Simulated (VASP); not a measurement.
# WS2 in VASP: further runs, part 3 of 3

VASP 6.6.1. The steps go on from the part before.

### Step 6. Single point, PBEsol+D3(BJ) (atoms displaced along a vibrational mode)

Input file INCAR:

```
SYSTEM = WS2
  PREC = Accurate
  ENCUT = 520
  EDIFF = 1E-7
  ISMEAR = 0
  SIGMA = 0.05
  LREAL = .FALSE.
  LASPH = .TRUE.
  NELM = 80
  ALGO = Normal
  ISIF = 2
  LWAVE = .FALSE.
  LCHARG = .FALSE.
  GGA = PS
  IVDW = 12
  NBANDS = 20
```

Input file KPOINTS:

```
regular mesh
0
G
  12 12 2
  0 0 0
```

Input file POSCAR:

```
WS2
1.0
    3.1239380587      0.0000000000      0.0000000000
   -1.5619690294      2.7054097187      0.0000000000
    0.0000000000      0.0000000000     16.9375357456
W S
1 2
Direct
    0.3333333333      0.6666666667      0.0004036076
    0.6666666667      0.3333333333      0.9059939784
    0.6666666667      0.3333333333      0.0916916354
```

Potentials or basis: VASP PAW PBE potentials, release 64 (W_sv, S).

On the command line:

```bash
cat potpaw_PBE.64/W_sv/POTCAR potpaw_PBE.64/S/POTCAR > POTCAR
mpirun -np 1 vasp_std > vasp.out
```

OUTCAR:

```text
SYSTEM = WS2
   PREC = Accurate
   ENCUT = 520
   EDIFF = 1E-7
   ISMEAR = 0
   LREAL = .FALSE.
   LASPH = .TRUE.
   NELM = 80
   ISIF = 2
   GGA = PS
   IVDW = 12
 IVDW          = 12

 ion  position               nearest neighbor table
   1  0.333  0.667  0.000-   3 2.38   3 2.38   3 2.38   2 2.41   2 2.41   2 2.41
   2  0.667  0.333  0.906-   1 2.41   1 2.41   1 2.41
   3  0.667  0.333  0.092-   1 2.38   1 2.38   1 2.38

  LATTYP: Found a hexagonal cell.
 ALAT       =     3.1239380587
 C/A-ratio  =     5.4218538996

  Lattice vectors:

 A1 = (   3.1239380587,   0.0000000000,   0.0000000000)
 A2 = (  -1.5619690294,   2.7054097187,   0.0000000000)
 A3 = (   0.0000000000,   0.0000000000,  16.9375357456)

Analysis of symmetry for initial positions (statically):
=====================================================================
 Subroutine PRICEL returns:
 Original cell was already a primitive cell.

 Routine SETGRP: Setting up the symmetry group for a
 hexagonal supercell.

 Subroutine GETGRP returns: Found  6 space group operations
 (whereof  6 operations were pure point group operations)
 out of a pool of 24 trial point group operations.

The static configuration has the point symmetry C_3v.

Analysis of symmetry for dynamics (positions and initial velocities):
=====================================================================
 Subroutine PRICEL returns:
 Original cell was already a primitive cell.

 Routine SETGRP: Setting up the symmetry group for a
 hexagonal supercell.

 Subroutine GETGRP returns: Found  6 space group operations
 (whereof  6 operations were pure point group operations)
 out of a pool of 24 trial point group operations.

The dynamic configuration has the point symmetry C_3v.

 Subroutine INISYM returns: Found  6 space group operations
 (whereof  6 operations are pure point group operations),
 and found     1 'primitive' translations

----------------------------------------------------------------------------------------

                                     Primitive cell

  volume of cell :     143.1481

  direct lattice vectors                    reciprocal lattice vectors
     3.123938059  0.000000000  0.000000000     0.320108780  0.184814890  0.000000000
    -1.561969029  2.705409719  0.000000000     0.000000000  0.369629780  0.000000000
     0.000000000  0.000000000 16.937535746     0.000000000  0.000000000  0.059040466

  length of vectors
     3.123938059  3.123938059 16.937535746     0.369629780  0.369629780  0.059040466

  position of ions in fractional coordinates (direct lattice)
     0.333333333  0.666666667  0.000403608
     0.666666667  0.333333333  0.905993978
     0.666666667  0.333333333  0.091691635

  ion indices of the primitive-cell ions
   primitive index   ion index
                 1           1
                 2           2
                 3           3

----------------------------------------------------------------------------------------

 KPOINTS: regular mesh

Automatic generation of k-mesh.
 Grid dimensions read from file:
 generate k-points for:   12   12    2

 Generating k-lattice:

  Cartesian coordinates                     Fractional coordinates (reciprocal lattice)
     0.026675732  0.015401241  0.000000000     0.083333333  0.000000000  0.000000000
     0.000000000  0.030802482  0.000000000     0.000000000  0.083333333  0.000000000
     0.000000000  0.000000000  0.029520233     0.000000000  0.000000000  0.500000000

  Length of vectors
     0.030802482  0.030802482  0.029520233

  Shift w.r.t. Gamma in fractional coordinates (k-lattice)
     0.000000000  0.000000000  0.000000000

 Subroutine IBZKPT returns following result:
 ===========================================

 Found     38 irreducible k-points:

 Following reciprocal coordinates:
            Coordinates               Weight
  0.000000  0.000000  0.000000      1.000000
  0.083333 -0.000000  0.000000      6.000000
  0.166667  0.000000  0.000000      6.000000
  0.250000 -0.000000  0.000000      6.000000
  0.333333 -0.000000  0.000000      6.000000
  0.416667 -0.000000  0.000000      6.000000
[... 16 lines left out ...]
  0.250000 -0.000000  0.500000      6.000000
  0.333333 -0.000000  0.500000      6.000000
 [... further k-points ...]
   k-points           NKPTS =     38   k-points in BZ     NKDIM =     38   number of bands    NBANDS=     20
   number of dos      NEDOS =    301   number of ions     NIONS =      3
   total plane-waves  NPLWV =  72576
   dimension x,y,z NGX =    24 NGY =   24 NGZ =  126
   dimension x,y,z NGXF=    48 NGYF=   48 NGZF=  252
   ions per type =               1   2
   NGX,Y,Z   is equivalent  to a cutoff of  12.77, 12.77, 12.37 a.u.
   NGXF,Y,Z  is equivalent  to a cutoff of  25.54, 25.54, 24.73 a.u.
 SYSTEM =  WS2
   PREC   = accura    normal or accurate (medium, high low for compatibility)
   ISTART =      0    job   : 0-new  1-cont  2-samecut
   ICHARG =      2    charge: 1-file 2-atom 10-const
   ISPIN  =      1    spin polarized calculation?
   LNONCOLLINEAR =      F non collinear calculations
   LSORBIT =      F    spin-orbit coupling
   LASPH  =      T    aspherical Exc in radial PAW
   ENCUT  =  520.0 eV  38.22 Ry    6.18 a.u.   5.81  5.81 31.49*2*pi/ulx,y,z
   NELM   =     80;   NELMIN=  2; NELMDL= -5     # of ELM steps
   EDIFF  = 0.1E-06   stopping-criterion for ELM
   LREAL  =      F    real-space projection
   EDIFFG = 0.1E-05   stopping-criterion for IOM
   NSW    =      0    number of steps for IOM
   IBRION =     -1    ionic relax: 0-MD 1-quasi-New 2-CG
   NFREE  =      0    steps in history (QN), initial steepest desc. (CG)
   ISIF   =      2    stress and relaxation
   ISYM   =      2    0-nonsym 1-usesym 2-fastsym
   POTIM  = 0.5000    time-step for ionic-motion
   TEBEG  =    0.0;   TEEND  =   0.0 temperature during run
   PSTRESS=    0.0 pullay stress
   NELECT =      26.0000    total number of electrons
   NUPDOWN=      -1.0000    fix difference up-down
   EMIN   =  10.00;   EMAX   =-10.00  energy-range for DOS
   EFERMI =   0.00;   METHOD = LEGACY
   ISMEAR =     0;   SIGMA  =   0.05  broadening in eV -4-tet -1-fermi 0-gaus
   EFERMI_NEDOS =   21; number of points for ismear=-14 and -15
   IALGO  =     38    algorithm
   IMIX   =      4    mixing-type and parameters
     AMIX     =   0.40;   BMIX     =  1.00
     AMIX_MAG =   1.60;   BMIX_MAG =  1.00
  volume/ion in A,a.u.               =      47.72       322.00
  Fermi-wavevector in a.u.,A,eV,Ry     =   0.927123  1.752009 11.694985  0.859557
  Thomas-Fermi vector in A             =   2.053159
   LORBIT       =      0    0 simple, 1 ext, 2 COOP (PROOUT), +10 PAW based schemes
   GGA     = PS    functional components
   LHFCALC =     F    Hartree Fock is set to
   AEXX    =    0.0000 exact exchange contribution
   IVDW    =    12    specifies the selected vdW correction
   LEPSILON=     F    determine dielectric tensor
   LRPA    =     F    only Hartree local field effects (RPA)
 non-spin polarized calculation
 Gauss-broadening in eV      SIGMA  =   0.05
  energy-cutoff  :      520.00
  volume of cell :      143.15
 maximum number of plane-waves:      3892
 NGX is ok and might be reduce to    24
   NGX = 11   NGY = 11   NGZ = 63

 number of electron      25.9999997 magnetization

 Free energy of the ion-electron system (eV)
  ---------------------------------------------------
  ext. energy  EPLUGINS =         0.00000000
  ---------------------------------------------------
  free energy    TOTEN  =       -25.23148784 eV

  energy without entropy =      -25.23148784  energy(sigma->0) =      -25.23148784

 E-fermi :  -0.6033     XC(G=0):  -4.6376

 val. band max:       -1.0665442763   @ k =   0.3333   0.3333   0.0000
 cond. band min:       0.9185656753   @ k =   0.1667   0.1667   0.0000
 fundamental gap:      1.9851099516
 Fermi energy:        -0.6032807916

 k-point     1 :       0.0000    0.0000    0.0000
  band No.  band energies     occupation
      1     -74.9409      2.00000
      2     -39.2389      2.00000
      3     -39.0178      2.00000
      4     -39.0178      2.00000
      5     -16.0330      2.00000
      6     -14.3370      2.00000
[... 12 lines left out ...]
     19       4.4540      0.00000
[... 513 lines left out ...]
      4     -39.0900      2.00000
      5     -14.4221      2.00000
      6     -13.7405      2.00000
[... 12 lines left out ...]
     19       6.1529      0.00000
     20       6.4534      0.00000

 [... further k-points ...]

------------------------ aborting loop because EDIFF is reached ----------------------------------------

 Edisp (eV)   -0.75937

 E8    (eV) :    -0.5104

  FORCE on cell =-STRESS in cart. coord.  units (eV):
  Direction    XX          YY          ZZ          XY          YZ          ZX
  --------------------------------------------------------------------------------------
  -------------------------------------------------------------------------------------
  Total       0.04929     0.04929     0.02919    -0.00000     0.00000     0.00000
  in kB       0.55168     0.55168     0.32676    -0.00000     0.00000     0.00000
  external pressure =        0.48 kB  Pullay stress =        0.00 kB

 VOLUME and BASIS-vectors are now :
 -----------------------------------------------------------------------------
  energy-cutoff  :      520.00
  volume of cell :      143.15
      direct lattice vectors                 reciprocal lattice vectors
     3.123938059  0.000000000  0.000000000     0.320108780  0.184814890  0.000000000
    -1.561969029  2.705409719  0.000000000     0.000000000  0.369629780  0.000000000
     0.000000000  0.000000000 16.937535746     0.000000000  0.000000000  0.059040466

 POSITION                                       TOTAL-FORCE (eV/Angst)
 -----------------------------------------------------------------------------------
     -0.00000      1.80361      0.00684         0.000000     -0.000000     -0.905573
      1.56197      0.90180     15.34531        -0.000000      0.000000      0.422324
      1.56197      0.90180      1.55303        -0.000000     -0.000000      0.483249
 -----------------------------------------------------------------------------------
    total drift:                               -0.000000     -0.000000      0.000270

  FREE ENERGIE OF THE ION-ELECTRON SYSTEM (eV)
  ---------------------------------------------------
  free  energy   TOTEN  =       -25.9908600803 eV

  energy  without entropy=      -25.9908600803  energy(sigma->0) =      -25.99086008
```

OSZICAR:

```text
N       E                     dE             d eps       ncg     rms          rms(c)
DAV:   1     0.176540304524E+03    0.17654E+03   -0.13934E+04  1824   0.109E+03
DAV:   2    -0.132169722142E+02   -0.18976E+03   -0.18468E+03  1960   0.260E+02
DAV:   3    -0.262691178997E+02   -0.13052E+02   -0.12962E+02  2028   0.661E+01
[... 15 lines left out ...]
DAV:  19    -0.252314824854E+02   -0.12239E-04   -0.71510E-07  1784   0.228E-03    0.251E-03
DAV:  20    -0.252314863098E+02   -0.38244E-05   -0.20898E-07  1600   0.163E-03    0.526E-04
DAV:  21    -0.252314874392E+02   -0.11294E-05   -0.38829E-08  1604   0.656E-04    0.391E-04
DAV:  22    -0.252314877875E+02   -0.34831E-06   -0.82839E-09  1332   0.296E-04    0.168E-04
DAV:  23    -0.252314878424E+02   -0.54811E-07   -0.75798E-10  1208   0.111E-04
   1 F= -.25990860E+02 E0= -.25990860E+02  d E =-.204239E-40
```

Wall time 3.5 min (1 thread of Intel Xeon 8259CL, shared host); peak memory 0.31 GiB.

Results:

```yaml
Free_energy: -25.9909 eV
Largest_force: 0.906 eV/Å
Band_gap_on_the_k_mesh: 1.99 eV (least direct gap 2.04 eV)
Dispersion_energy_per_atom: -0.253 eV
```

Forces on the atoms (eV/Å):
```
W    0.000  0.000 -0.906
S    0.000  0.000  0.422
S    0.000  0.000  0.483
```

Caveat: the cell differs from its parent crystal (atoms displaced along a vibrational mode); the PAW data sets were made with another functional, which shifts forces and pressure a little; spin-orbit coupling is left out, which moves the levels of the heavy elements.

### Step 7. The runs side by side

```csv
cell,gap on the mesh (eV),largest force (eV/Å)
"as given, atomic positions A",1.98,0.91
"as given, atomic positions B",1.96,1.02
"as given, atomic positions C",1.90,3.61
"as given, atomic positions D",1.97,1.81
"as given, atomic positions E",1.99,0.91
```

Alike in all rows: task single point; level PBEsol+D3(BJ); potentials or basis VASP PAW PBE potentials, release 64 (W_sv, S); no spin polarisation; k mesh 12 × 12 × 2; cutoff (eV) 520; smearing gaussian 0.05 eV.

Caveats: the PAW data sets were made with another functional, which shifts forces and pressure a little; spin-orbit coupling is left out, which moves the levels of the heavy elements.

Absolute energies hang on the potentials; compare differences alone.
